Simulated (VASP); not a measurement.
# Se (R-3m) in VASP: notebook

The runs below take Se through single point, with r2SCAN+D3(BJ).

Everything below comes from runs of VASP 6.6.1. Logs are shortened: lines on timing, memory, paths and dates and some standing lists are left out, and cuts for length are marked.

### Step 1. The cell of the first run

The structure is trigonal, space group R-3m (No. 166). The conventional cell has a = 3.717 Å, b = 3.717 Å, c = 2.554 Å, α = 90.00°, β = 90.00°, γ = 120.00°. Se (site symmetry -3m) has 14 Se at 2.31 to 2.74 Å within 3.1 Å.

### Step 2. Single point, r2SCAN+D3(BJ)

File POSCAR:

```
Se
1.0
    1.8585670654      1.0730449021      0.8512430257
   -1.8585670654      1.0730449021      0.8512430257
    0.0000000000     -2.1460898041      0.8512430257
Se
1
Direct
    0.0000000000      0.0000000000      0.0000000000
```

File INCAR.step1:

```
PREC = Accurate
ENCUT = 520
ISMEAR = 1
SIGMA = 0.1
LREAL = F
LASPH = T
NELM = 80
NBANDS = 9
GGA = PE
ALGO = Normal
EDIFF = 1E-4
LWAVE = T
LCHARG = F
```

File INCAR.step2:

```
PREC = Accurate
ENCUT = 520
EDIFF = 1E-6
ISMEAR = 1
SIGMA = 0.1
LREAL = F
LASPH = T
NELM = 80
ALGO = Normal
ISIF = 2
LWAVE = F
LCHARG = F
METAGGA = R2SCAN
LMIXTAU = T
IVDW = 12
VDW_S6 = 1.0
VDW_S8 = 0.78981345
VDW_A1 = 0.49484001
VDW_A2 = 5.73083694
NBANDS = 9
ISTART = 1
```

File KPOINTS:

```
regular mesh
0
Gamma
  13 13 13
```

Potentials or basis: VASP PAW PBE potentials, release 64 (Se).

On the command line:

```console
> cat potpaw_PBE.64/Se/POTCAR > POTCAR
> cp INCAR.step1 INCAR
> mpirun -np 1 vasp_std > vasp.out
> cp INCAR.step2 INCAR
> mpirun -np 1 vasp_std > vasp.out
```

OUTCAR:

```text
PREC = Accurate
   ENCUT = 520
   EDIFF = 1E-6
   ISMEAR = 1
   LREAL = F
   LASPH = T
   NELM = 80
   ISIF = 2
   METAGGA = R2SCAN
   IVDW = 12
   ISTART = 1
 IVDW          = 12

 ion  position               nearest neighbor table
   1  0.000  0.000  0.000-

  LATTYP: Found a trigonal (rhomboedric) cell.
 ALAT       =     2.3087467569
 COS(alpha) =    -0.2960861593

  Lattice vectors:

 A1 = (   1.8585670654,   1.0730449021,   0.8512430257)
 A2 = (  -1.8585670654,   1.0730449021,   0.8512430257)
 A3 = (   0.0000000000,  -2.1460898041,   0.8512430257)

Analysis of symmetry for initial positions (statically):
=====================================================================
 Subroutine PRICEL returns:
 Original cell was already a primitive cell.

 Routine SETGRP: Setting up the symmetry group for a
 trigonal (rhombohedral) supercell.

 Subroutine GETGRP returns: Found 12 space group operations
 (whereof 12 operations were pure point group operations)
 out of a pool of 12 trial point group operations.

The static configuration has the point symmetry D_3d.

Analysis of symmetry for dynamics (positions and initial velocities):
=====================================================================
 Subroutine PRICEL returns:
 Original cell was already a primitive cell.

 Routine SETGRP: Setting up the symmetry group for a
 trigonal (rhombohedral) supercell.

 Subroutine GETGRP returns: Found 12 space group operations
 (whereof 12 operations were pure point group operations)
 out of a pool of 12 trial point group operations.

The dynamic configuration has the point symmetry D_3d.

 Subroutine INISYM returns: Found 12 space group operations
 (whereof 12 operations are pure point group operations),
 and found     1 'primitive' translations

----------------------------------------------------------------------------------------

                                     Primitive cell

  volume of cell :      10.1859

  direct lattice vectors                    reciprocal lattice vectors
     1.858567065  1.073044902  0.851243026     0.269024459  0.155321242  0.391584217
    -1.858567065  1.073044902  0.851243026    -0.269024459  0.155321242  0.391584217
     0.000000000 -2.146089804  0.851243026     0.000000000 -0.310642484  0.391584217

  length of vectors
[... 82 lines left out ...]
   EDIFFG = 0.1E-04   stopping-criterion for IOM
   NSW    =      0    number of steps for IOM
   IBRION =     -1    ionic relax: 0-MD 1-quasi-New 2-CG
   NFREE  =      0    steps in history (QN), initial steepest desc. (CG)
   ISIF   =      2    stress and relaxation
   ISYM   =      2    0-nonsym 1-usesym 2-fastsym
   POTIM  = 0.5000    time-step for ionic-motion
   TEBEG  =    0.0;   TEEND  =   0.0 temperature during run
   PSTRESS=    0.0 pullay stress
   NELECT =       6.0000    total number of electrons
   NUPDOWN=      -1.0000    fix difference up-down
   EMIN   =  10.00;   EMAX   =-10.00  energy-range for DOS
   EFERMI =   0.00;   METHOD = LEGACY
   ISMEAR =     1;   SIGMA  =   0.10  broadening in eV -4-tet -1-fermi 0-gaus
   EFERMI_NEDOS =   21; number of points for ismear=-14 and -15
   IALGO  =     38    algorithm
   IMIX   =      4    mixing-type and parameters
     AMIX     =   0.40;   BMIX     =  1.00
     AMIX_MAG =   1.60;   BMIX_MAG =  1.00
  volume/ion in A,a.u.               =      10.19        68.74
  Fermi-wavevector in a.u.,A,eV,Ry     =   1.372329  2.593326 25.623676  1.883287
  Thomas-Fermi vector in A             =   2.497946
   LORBIT       =      0    0 simple, 1 ext, 2 COOP (PROOUT), +10 PAW based schemes
   METAGGA = R2SCAN    functional components
   LHFCALC =     F    Hartree Fock is set to
   AEXX    =    0.0000 exact exchange contribution
   IVDW    =    12    specifies the selected vdW correction
   LEPSILON=     F    determine dielectric tensor
   LRPA    =     F    only Hartree local field effects (RPA)
 non-spin polarized calculation
 Methfessel and Paxton  Order N= 1 SIGMA  =   0.10
  energy-cutoff  :      520.00
  volume of cell :       10.19
 maximum number of plane-waves:       282
 NGX is ok and might be reduce to    18
   NGX =  9   NGY =  9   NGZ =  9

 number of electron       5.9999999 magnetization

 Free energy of the ion-electron system (eV)
  ---------------------------------------------------
  ext. energy  EPLUGINS =         0.00000000
  ---------------------------------------------------
  free energy    TOTEN  =        -9.52517743 eV

  energy without entropy =       -9.52515639  energy(sigma->0) =       -9.52517042

 E-fermi :  17.1405     XC(G=0): -14.9130

 val. band max:       17.1320037639   @ k =  -0.3077   0.3846   0.2308
 cond. band min:      17.1521951148   @ k =  -0.4615   0.0769   0.0769
 fundamental gap:      0.0201913509
 Fermi energy:        17.1404664218

 k-point     1 :       0.0000    0.0000    0.0000
  band No.  band energies     occupation
      1      -9.6144      2.00000
      2      23.7094      0.00000
      3      26.3833      0.00000
      4      26.3833      0.00000
      5      30.1262      0.00000
      6      30.1263      0.00000
      7      33.0799      0.00000
      8      36.9622      0.00000
      9      36.9622      0.00000
[... 265 lines left out ...]
 k-point    24 :       0.4615    0.1538   -0.0000
  band No.  band energies     occupation
      1      -0.5395      2.00000
      2       2.7220      2.00000
      3      14.0075      2.00000
      4      20.3105      0.00000
      5      27.9692      0.00000
      6      33.2570      0.00000
      7      39.1031      0.00000
      8      40.5061      0.00000
      9      46.0246      0.00000

 [... further k-points ...]

------------------------ aborting loop because EDIFF is reached ----------------------------------------

 Edisp (eV)   -0.40862

 E8    (eV) :    -0.1296

  FORCE on cell =-STRESS in cart. coord.  units (eV):
  Direction    XX          YY          ZZ          XY          YZ          ZX
  --------------------------------------------------------------------------------------
  -------------------------------------------------------------------------------------
  Total      15.08235    15.08236    14.19573     0.00000     0.00000     0.00000
  in kB    2372.34861  2372.35173  2232.89006     0.00000     0.00000     0.00000
  external pressure =     2325.86 kB  Pullay stress =        0.00 kB

 VOLUME and BASIS-vectors are now :
 -----------------------------------------------------------------------------
  energy-cutoff  :      520.00
  volume of cell :       10.19
      direct lattice vectors                 reciprocal lattice vectors
     1.858567065  1.073044902  0.851243026     0.269024459  0.155321242  0.391584217
    -1.858567065  1.073044902  0.851243026    -0.269024459  0.155321242  0.391584217
     0.000000000 -2.146089804  0.851243026     0.000000000 -0.310642484  0.391584217

 POSITION                                       TOTAL-FORCE (eV/Angst)
 -----------------------------------------------------------------------------------
      0.00000      0.00000      0.00000         0.000000      0.000000     -0.000000
 -----------------------------------------------------------------------------------
    total drift:                               -0.000000     -0.000000      0.000000

  FREE ENERGIE OF THE ION-ELECTRON SYSTEM (eV)
  ---------------------------------------------------
  free  energy   TOTEN  =        -9.9338001249 eV

  energy  without entropy=       -9.9337790792  energy(sigma->0) =       -9.93379311
```

Run time: 36 s. Hardware: 1 thread of Intel Xeon Platinum 8488C (Sapphire Rapids), shared host; peak memory 0.15 GiB.

Results:

```yaml
Free_energy: -9.9338 eV
Pressure: 232.6 GPa
Band_gap_on_the_k_mesh: zero (band 3 reaches 26.38 eV, above the bottom of band 4 at 8.60 eV)
Dispersion_energy_per_atom: -0.409 eV
```

Levels at points of the mesh, in eV from the Fermi level:
```csv
k point,band 1,band 2,band 3,band 4,band 5,band 6,band 7,band 8
"(0.00, 0.00, 0.00)",-26.75,6.57,9.24,9.24,12.99,12.99,15.94,19.82
```

Caveat: the PAW data sets were made with another functional, which shifts forces and pressure a little; pairwise dispersion overbinds metals, which lowers pressure and volume.

### Step 3. Single point, r2SCAN+D3(BJ)

This run uses another cell than the first one, of 10.47 Å³/atom, 1.028 times its volume.

File POSCAR:

```
Se
1.0
    1.8756190919      1.0828899006      0.8590530310
   -1.8756190919      1.0828899006      0.8590530310
    0.0000000000     -2.1657798012      0.8590530310
Se
1
Direct
    0.0000000000      0.0000000000      0.0000000000
```

File INCAR.step1:

```
SYSTEM = Se
PREC     = Accurate       ! precision mode
ENCUT    = 520            ! plane-wave cutoff, eV
ISMEAR   = 1              ! smearing method
SIGMA    = 0.1            ! smearing width, eV
LREAL    = .FALSE.        ! projectors in reciprocal space
LASPH    = .TRUE.         ! aspherical terms in the spheres
NELM     = 60             ! most SCF steps
NBANDS   = 9              ! bands
GGA      = PE             ! functional
ALGO     = Normal         ! electronic algorithm
EDIFF    = 1E-4           ! SCF threshold, eV
LWAVE    = .TRUE.         ! write WAVECAR
LCHARG   = .FALSE.        ! write CHGCAR
```

File INCAR.step2:

```
SYSTEM = Se
PREC     = Accurate       ! precision mode
ENCUT    = 520            ! plane-wave cutoff, eV
EDIFF    = 1E-7           ! SCF threshold, eV
ISMEAR   = 1              ! smearing method
SIGMA    = 0.1            ! smearing width, eV
LREAL    = .FALSE.        ! projectors in reciprocal space
LASPH    = .TRUE.         ! aspherical terms in the spheres
NELM     = 60             ! most SCF steps
ALGO     = Normal         ! electronic algorithm
ISIF     = 2              ! what is computed and relaxed
LWAVE    = .FALSE.        ! write WAVECAR
LCHARG   = .FALSE.        ! write CHGCAR
METAGGA  = R2SCAN         ! meta-GGA
LMIXTAU  = .TRUE.       
IVDW     = 12             ! dispersion correction
VDW_S6   = 1.0          
VDW_S8   = 0.78981345   
VDW_A1   = 0.49484001   
VDW_A2   = 5.73083694   
NBANDS   = 9              ! bands
ISTART   = 1
```

File KPOINTS:

```
regular mesh
0
G
  13 13 13
  0 0 0
```

Potentials or basis: VASP PAW PBE potentials, release 64 (Se).

On the command line:

```console
> cat potpaw_PBE.64/Se/POTCAR > POTCAR
> cp INCAR.step1 INCAR
> mpirun -np 1 vasp_std > vasp.out
> cp INCAR.step2 INCAR
> mpirun -np 1 vasp_std > vasp.out
```

Run time: 42 s. Hardware: 1 thread of Intel Xeon Platinum 8488C (Sapphire Rapids), shared host; peak memory 0.15 GiB.

Results (log left out):

| Quantity | Value |
| --- | --- |
| Free energy | -10.3258 eV |
| Pressure | 211.2 GPa |
| Band gap on the k mesh | zero (band 3 reaches 25.46 eV, above the bottom of band 4 at 8.27 eV) |
| Dispersion energy per atom | -0.397 eV |

Stress tensor (GPa, compression positive):
```
214.72   0.00   0.00
  0.00 214.72   0.00
  0.00   0.00 204.25
```

Levels at points of the mesh, in eV from the Fermi level:
```csv
k point,band 1,band 2,band 3,band 4,band 5,band 6,band 7
"(0.00, 0.00, 0.00)",-26.24,6.28,8.91,8.91,12.90,12.90,15.78
```

Caveat: the PAW data sets were made with another functional, which shifts forces and pressure a little; pairwise dispersion overbinds metals, which lowers pressure and volume.

### Step 4. Single point, r2SCAN+D3(BJ)

This run uses another cell than the first one, of 10.75 Å³/atom, 1.056 times its volume.

File POSCAR:

```
Se
1.0
    1.8923665770      1.0925590721      0.8667235532
   -1.8923665770      1.0925590721      0.8667235532
    0.0000000000     -2.1851181441      0.8667235532
Se
1
Direct
    0.0000000000      0.0000000000      0.0000000000
```

File INCAR.step1:

```
  PREC = Accurate
  ENCUT = 520
  ISMEAR = 1
  SIGMA = 0.1
  LREAL = F
  LASPH = T
  NELM = 80
  NBANDS = 9
  GGA = PE
  ALGO = Normal
  EDIFF = 1E-4
  LWAVE = T
  LCHARG = F
```

File INCAR.step2:

```
  PREC = Accurate
  ENCUT = 520
  EDIFF = 1E-7
  ISMEAR = 1
  SIGMA = 0.1
  LREAL = F
  LASPH = T
  NELM = 80
  ALGO = Normal
  ISIF = 2
  LWAVE = F
  LCHARG = F
  METAGGA = R2SCAN
  LMIXTAU = T
  IVDW = 12
  VDW_S6 = 1.0
  VDW_S8 = 0.78981345
  VDW_A1 = 0.49484001
  VDW_A2 = 5.73083694
  NBANDS = 9
  ISTART = 1
```

File KPOINTS:

```
Automatic mesh
0
Gamma
  13 13 13
```

On the command line:

```console
> cat potpaw_PBE.64/Se/POTCAR > POTCAR
> cp INCAR.step1 INCAR
> mpirun -np 1 vasp_std > vasp.out
> cp INCAR.step2 INCAR
> mpirun -np 1 vasp_std > vasp.out
```

Run time: 45 s. Hardware: 1 thread of Intel Xeon Platinum 8488C (Sapphire Rapids), shared host; peak memory 0.15 GiB.

The run converged. Its results:

* Free energy: -10.6808 eV
* Pressure: 191.0 GPa
* Band gap on the k mesh: zero (band 3 reaches 24.59 eV, above the bottom of band 4 at 7.96 eV)
* Dispersion energy per atom: -0.387 eV

Stress tensor (GPa, compression positive):
```
193.13   0.00   0.00
  0.00 193.13   0.00
  0.00   0.00 186.88
```

Levels at points of the mesh, in eV from the Fermi level:
| k point | band 1 | band 2 | band 3 | band 4 | band 5 | band 6 |
| --- | --- | --- | --- | --- | --- | --- |
| (0.00, 0.00, 0.00) | -25.72 | 6.03 | 8.62 | 8.62 | 12.85 | 12.85 |

Caveat: the PAW data sets were made with another functional, which shifts forces and pressure a little; pairwise dispersion overbinds metals, which lowers pressure and volume.

### Step 5. The runs side by side

| cell | gap on the mesh (eV) | pressure (GPa) |
| --- | --- | --- |
| a = 2.309 Å, angles 107.2°, 1 atom | none | 232.6 |
| a = 2.330 Å, angles 107.2°, 1 atom | none | 211.2 |
| a = 2.351 Å, angles 107.2°, 1 atom | none | 191.0 |

Alike in all rows: task single point; level r2SCAN+D3(BJ); potentials or basis VASP PAW PBE potentials, release 64 (Se); no spin polarisation; k mesh 13 × 13 × 13; cutoff (eV) 520; smearing methfessel-paxton 0.1 eV.

Caveats: the PAW data sets were made with another functional, which shifts forces and pressure a little; pairwise dispersion overbinds metals, which lowers pressure and volume.

Total energies depend on the potentials used, so only differences within one code and one set of settings carry meaning.
